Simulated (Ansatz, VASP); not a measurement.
## Two plane-wave programs on Y

INCAR

```
ALGO     = Normal         # electronic algorithm
EDIFF    = 1E-7           # SCF threshold, eV
ENCUT    = 520            # plane-wave cutoff, eV
GGA      = PE             # functional
ISIF     = 2              # what is computed and relaxed
ISMEAR   = -1             # smearing method
LASPH    = True           # aspherical terms in the spheres
LCHARG   = True           # write CHGCAR
LELF     = True           # ELF
LREAL    = False          # projectors in reciprocal space
LVHAR    = True         
LWAVE    = False          # write WAVECAR
NBANDS   = 18             # bands
NELM     = 60             # most SCF steps
PREC     = Accurate       # precision mode
SIGMA    = 0.1            # smearing width, eV
```

File KPOINTS:

```
k-points
0
Gamma
  9 9 5
```

File POSCAR:

```
Y
1.0
    3.6953976095      0.0000000000      0.0000000000
   -1.8476988047      3.2003081484      0.0000000000
    0.0000000000      0.0000000000      5.8060112795
Y
2
Direct
    0.3333333333      0.6666666667      0.2500000000
    0.6666666667      0.3333333333      0.7500000000
```

Input for Ansatz:

```yaml
crystal:
  lattice:
    - [3.6953976094937144, 0.0, 0.0]
    - [-1.8476988047468572, 3.2003081483823506, 0.0]
    - [0.0, 0.0, 5.806011279531908]
  atoms:
    - { symbol: "Y", position: [0.3333333333333333, 0.6666666666666666, 0.25] }
    - { symbol: "Y", position: [0.6666666666666666, 0.3333333333333333, 0.75] }
basis:
  ecutwfc: 421.77648681281397
kpoints:
  mp_grid:
    grid: [9, 9, 5]
hamiltonian:
  xc: pbe
scf:
  convergence:
    dr2_threshold: 1.0e-10
  occupations:
    method: fermi_dirac
output:
  stress: true
```

Alike in both runs: task single point; functional PBE; k mesh 9 × 9 × 5; no spin polarisation.

```csv
,VASP,Ansatz
version,VASP 6.6.1,Ansatz 0.2.0
potentials or method,"VASP PAW PBE potentials, release 64 (Y_sv), cutoff 520 eV","plane waves, PAW"
occupations,"fermi-dirac, width 0.1 eV",fermi-dirac
valence electrons in the cell,22,22
```

|  | VASP | Ansatz | Ansatz less VASP |
| --- | --- | --- | --- |
| pressure (GPa) | -1.6 | -1.6 | +0.09 |
| traceless stress, the component that is largest in VASP (GPa) | -0.19 | -0.19 | -0.002 |
